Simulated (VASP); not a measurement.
# Au (Fm-3m) in VASP: single point with PBE

Aim: the single point of Au with PBE.

Everything below comes from runs of VASP 6.6.1. Logs are shortened: lines on timing, memory, paths and dates and some standing lists are left out, and cuts for length are marked.

## Step 1: The cell of the first run

The structure is cubic, space group Fm-3m (No. 225). Conventional cell: a = 4.171 Å, b = 4.171 Å, c = 4.171 Å, α = 90.00°, β = 90.00°, γ = 90.00°. Au (site symmetry m-3m) has 12 Au at 2.95 Å within 3.9 Å.

## Step 2: Single point, PBE

INCAR reads:

```
SYSTEM = Au
PREC = Accurate
ENCUT = 520
EDIFF = 1E-7
ISMEAR = 0
SIGMA = 0.1
LREAL = .FALSE.
LASPH = .TRUE.
NELM = 60
ALGO = Normal
ISIF = 2
LWAVE = .FALSE.
LCHARG = .TRUE.
GGA = PE
LELF = .TRUE.
LVHAR = .TRUE.
NBANDS = 12
```

KPOINTS reads:

```
regular mesh
0
G
  8 8 8
  0 0 0
```

POSCAR reads:

```
Au
1.0
    0.0000000000      2.0856442700      2.0856442700
    2.0856442700      0.0000000000      2.0856442700
    2.0856442700      2.0856442700      0.0000000000
Au
1
Direct
    0.0000000000      0.0000000000      0.0000000000
```

Potentials or basis: VASP PAW PBE potentials, release 64 (Au).

Run with:

```
$ cat potpaw_PBE.64/Au/POTCAR > POTCAR
$ mpirun -np 1 vasp_std > vasp.out
```

OUTCAR:

```text
SYSTEM = Au
   PREC = Accurate
   ENCUT = 520
   EDIFF = 1E-7
   ISMEAR = 0
   LREAL = .FALSE.
   LASPH = .TRUE.
   NELM = 60
   ISIF = 2
   GGA = PE

 ion  position               nearest neighbor table
   1  0.000  0.000  0.000-

  LATTYP: Found a face centered cubic cell.
 ALAT       =     4.1712885400

  Lattice vectors:

 A1 = (   0.0000000000,   2.0856442700,   2.0856442700)
 A2 = (   2.0856442700,   0.0000000000,   2.0856442700)
 A3 = (   2.0856442700,   2.0856442700,   0.0000000000)

Analysis of symmetry for initial positions (statically):
=====================================================================
 Subroutine PRICEL returns:
 Original cell was already a primitive cell.

 Routine SETGRP: Setting up the symmetry group for a
 face centered cubic supercell.

 Subroutine GETGRP returns: Found 48 space group operations
 (whereof 48 operations were pure point group operations)
 out of a pool of 48 trial point group operations.

The static configuration has the point symmetry O_h .

Analysis of symmetry for dynamics (positions and initial velocities):
=====================================================================
 Subroutine PRICEL returns:
 Original cell was already a primitive cell.

 Routine SETGRP: Setting up the symmetry group for a
 face centered cubic supercell.

 Subroutine GETGRP returns: Found 48 space group operations
 (whereof 48 operations were pure point group operations)
 out of a pool of 48 trial point group operations.

The dynamic configuration has the point symmetry O_h .

 Subroutine INISYM returns: Found 48 space group operations
 (whereof 48 operations are pure point group operations),
 and found     1 'primitive' translations

----------------------------------------------------------------------------------------

                                     Primitive cell

  volume of cell :      18.1447

  direct lattice vectors                    reciprocal lattice vectors
     0.000000000  2.085644270  2.085644270    -0.239734075  0.239734075  0.239734075
     2.085644270  0.000000000  2.085644270     0.239734075 -0.239734075  0.239734075
     2.085644270  2.085644270  0.000000000     0.239734075  0.239734075 -0.239734075

  length of vectors
     2.949546413  2.949546413  2.949546413     0.415231598  0.415231598  0.415231598

  position of ions in fractional coordinates (direct lattice)
     0.000000000  0.000000000  0.000000000

  ion indices of the primitive-cell ions
   primitive index   ion index
                 1           1

----------------------------------------------------------------------------------------

 KPOINTS: regular mesh

Automatic generation of k-mesh.
 Grid dimensions read from file:
 generate k-points for:    8    8    8

 Generating k-lattice:

  Cartesian coordinates                     Fractional coordinates (reciprocal lattice)
    -0.029966759  0.029966759  0.029966759     0.125000000  0.000000000  0.000000000
     0.029966759 -0.029966759  0.029966759     0.000000000  0.125000000  0.000000000
     0.029966759  0.029966759 -0.029966759     0.000000000  0.000000000  0.125000000

  Length of vectors
     0.051903950  0.051903950  0.051903950

  Shift w.r.t. Gamma in fractional coordinates (k-lattice)
     0.000000000  0.000000000  0.000000000

 Subroutine IBZKPT returns following result:
 ===========================================

 Found     29 irreducible k-points:

 Following reciprocal coordinates:
            Coordinates               Weight
  0.000000  0.000000  0.000000      1.000000
  0.125000  0.000000  0.000000      8.000000
  0.250000  0.000000  0.000000      8.000000
  0.375000  0.000000  0.000000      8.000000
  0.500000  0.000000  0.000000      4.000000
  0.125000  0.125000  0.000000      6.000000
[... 16 lines left out ...]
  0.500000  0.250000  0.125000     48.000000
 -0.375000  0.250000  0.125000     24.000000
 [... further k-points ...]
   k-points           NKPTS =     29   k-points in BZ     NKDIM =     29   number of bands    NBANDS=     12
   number of dos      NEDOS =    301   number of ions     NIONS =      1
   total plane-waves  NPLWV =  13824
   dimension x,y,z NGX =    24 NGY =   24 NGZ =   24
   dimension x,y,z NGXF=    48 NGYF=   48 NGZF=   48
   ions per type =               1
   NGX,Y,Z   is equivalent  to a cutoff of  13.53, 13.53, 13.53 a.u.
   NGXF,Y,Z  is equivalent  to a cutoff of  27.05, 27.05, 27.05 a.u.
 SYSTEM =  Au
   PREC   = accura    normal or accurate (medium, high low for compatibility)
   ISTART =      0    job   : 0-new  1-cont  2-samecut
   ICHARG =      2    charge: 1-file 2-atom 10-const
   ISPIN  =      1    spin polarized calculation?
   LNONCOLLINEAR =      F non collinear calculations
   LSORBIT =      F    spin-orbit coupling
   LASPH  =      T    aspherical Exc in radial PAW
   ENCUT  =  520.0 eV  38.22 Ry    6.18 a.u.   5.48  5.48  5.48*2*pi/ulx,y,z
   NELM   =     60;   NELMIN=  2; NELMDL= -5     # of ELM steps
   EDIFF  = 0.1E-06   stopping-criterion for ELM
   LREAL  =      F    real-space projection
   EDIFFG = 0.1E-05   stopping-criterion for IOM
   NSW    =      0    number of steps for IOM
   IBRION =     -1    ionic relax: 0-MD 1-quasi-New 2-CG
   NFREE  =      0    steps in history (QN), initial steepest desc. (CG)
   ISIF   =      2    stress and relaxation
   ISYM   =      2    0-nonsym 1-usesym 2-fastsym
   POTIM  = 0.5000    time-step for ionic-motion
   TEBEG  =    0.0;   TEEND  =   0.0 temperature during run
   PSTRESS=    0.0 pullay stress
   NELECT =      11.0000    total number of electrons
   NUPDOWN=      -1.0000    fix difference up-down
   EMIN   =  10.00;   EMAX   =-10.00  energy-range for DOS
   EFERMI =   0.00;   METHOD = LEGACY
   ISMEAR =     0;   SIGMA  =   0.10  broadening in eV -4-tet -1-fermi 0-gaus
   EFERMI_NEDOS =   21; number of points for ismear=-14 and -15
   IALGO  =     38    algorithm
   IMIX   =      4    mixing-type and parameters
     AMIX     =   0.40;   BMIX     =  1.00
     AMIX_MAG =   1.60;   BMIX_MAG =  1.00
  volume/ion in A,a.u.               =      18.14       122.45
  Fermi-wavevector in a.u.,A,eV,Ry     =   1.385550  2.618310 26.119763  1.919748
  Thomas-Fermi vector in A             =   2.509949
   LORBIT       =      0    0 simple, 1 ext, 2 COOP (PROOUT), +10 PAW based schemes
   GGA     = PE    functional components
   LHFCALC =     F    Hartree Fock is set to
   AEXX    =    0.0000 exact exchange contribution
   IVDW    =     0    specifies the selected vdW correction
   LEPSILON=     F    determine dielectric tensor
   LRPA    =     F    only Hartree local field effects (RPA)
 non-spin polarized calculation
 Gauss-broadening in eV      SIGMA  =   0.10
  energy-cutoff  :      520.00
  volume of cell :       18.14
 maximum number of plane-waves:       531
 NGX is ok and might be reduce to    24
   NGX = 11   NGY = 11   NGZ = 11

 number of electron      11.0000001 magnetization

 Free energy of the ion-electron system (eV)
  ---------------------------------------------------
  ext. energy  EPLUGINS =         0.00000000
  ---------------------------------------------------
  free energy    TOTEN  =        -3.18787456 eV

  energy without entropy =       -3.18478353  energy(sigma->0) =       -3.18632905

 E-fermi :   8.3600     XC(G=0): -12.3423

 val. band max:        8.2856659163   @ k =   0.5000   0.2500   0.1250
 cond. band min:       8.5645828993   @ k =   0.5000   0.3750   0.1250
 fundamental gap:      0.2789169829
 Fermi energy:         8.3599699001

 k-point     1 :       0.0000    0.0000    0.0000
  band No.  band energies     occupation
      1      -0.7462      2.00000
      2       4.0997      2.00000
      3       4.0997      2.00000
      4       4.0997      2.00000
      5       5.4558      2.00000
      6       5.4558      2.00000
      7      23.0532      0.00000
      8      26.6912      0.00000
      9      26.6912      0.00000
     10      26.6912      0.00000
     11      31.3997      0.00000
     12      35.3899      0.00000

 k-point     2 :       0.1250    0.0000    0.0000
  band No.  band energies     occupation
      1      -0.2434      2.00000
      2       3.9673      2.00000
      3       4.2485      2.00000
      4       4.2485      2.00000
      5       5.4060      2.00000
      6       5.4060      2.00000
      7      23.3080      0.00000
      8      24.2223      0.00000
      9      27.1978      0.00000
     10      27.1978      0.00000
     11      31.1417      0.00000
     12      33.2347      0.00000

 k-point     3 :       0.2500    0.0000    0.0000
  band No.  band energies     occupation
      1       0.9674      2.00000
      2       4.0006      2.00000
      3       4.3531      2.00000
      4       4.3531      2.00000
      5       5.6097      2.00000
      6       5.6097      2.00000
      7      19.2246      0.00000
      8      23.9877      0.00000
      9      27.6803      0.00000
     10      27.6803      0.00000
     11      29.7269      0.00000
     12      30.9732      0.00000
[... 286 lines left out ...]
 k-point    23 :       0.5000    0.2500    0.1250
  band No.  band energies     occupation
      1       2.6482      2.00000
      2       3.6823      2.00000
      3       3.8576      2.00000
      4       5.0432      2.00000
      5       6.1010      2.00000
      6       8.2857      1.70666
      7      15.1690      0.00000
      8      19.9523      0.00000
      9      22.3786      0.00000
     10      26.5294      0.00000
     11      30.3846      0.00000
     12      33.7080      0.00000

 k-point    24 :      -0.3750    0.2500    0.1250
  band No.  band energies     occupation
      1       2.6492      2.00000
      2       3.5140      2.00000
      3       4.5287      2.00000
      4       4.8565      2.00000
      5       6.4102      2.00000
      6      11.0679      0.00000
      7      11.2603      0.00000
      8      20.1592      0.00000
      9      21.2234      0.00000
     10      25.8084      0.00000
     11      31.6620      0.00000
     12      34.7079      0.00000

 [... further k-points ...]
[... 5 lines left out ...]
  --------------------------------------------------------------------------------------
  -------------------------------------------------------------------------------------
  Total       -0.0951365     -0.0951365     -0.0951365      0.0000000      0.0000000      0.0000000
  in kB       -8.4005373     -8.4005373     -8.4005373      0.0000000      0.0000000      0.0000000
  external PRESSURE =      -8.4005373 kB  Pullay stress =       0.0000000 kB

 VOLUME and BASIS-vectors are now :
 -----------------------------------------------------------------------------
  energy-cutoff  :      520.00
  volume of cell :       18.14
      direct lattice vectors                 reciprocal lattice vectors
     0.000000000  2.085644270  2.085644270    -0.239734075  0.239734075  0.239734075
     2.085644270  0.000000000  2.085644270     0.239734075 -0.239734075  0.239734075
     2.085644270  2.085644270  0.000000000     0.239734075  0.239734075 -0.239734075

 POSITION                                       TOTAL-FORCE (eV/Angst)
 -----------------------------------------------------------------------------------
      0.00000      0.00000      0.00000         0.000000      0.000000     -0.000000
 -----------------------------------------------------------------------------------
    total drift:                               -0.000000      0.000000     -0.000000

  FREE ENERGIE OF THE ION-ELECTRON SYSTEM (eV)
  ---------------------------------------------------
  free  energy   TOTEN  =        -3.1878745637 eV

  energy  without entropy=       -3.1847835349  energy(sigma->0) =       -3.18632905
```

Wall time 3.7 s (1 thread of Intel Xeon 6975P-C, shared host); peak memory 0.14 GiB.

Results:

| Quantity | Value |
| --- | --- |
| Free energy | -3.1879 eV |
| Pressure | -0.8 GPa |

Caveat: spin-orbit coupling is left out, which moves the levels of the heavy elements.
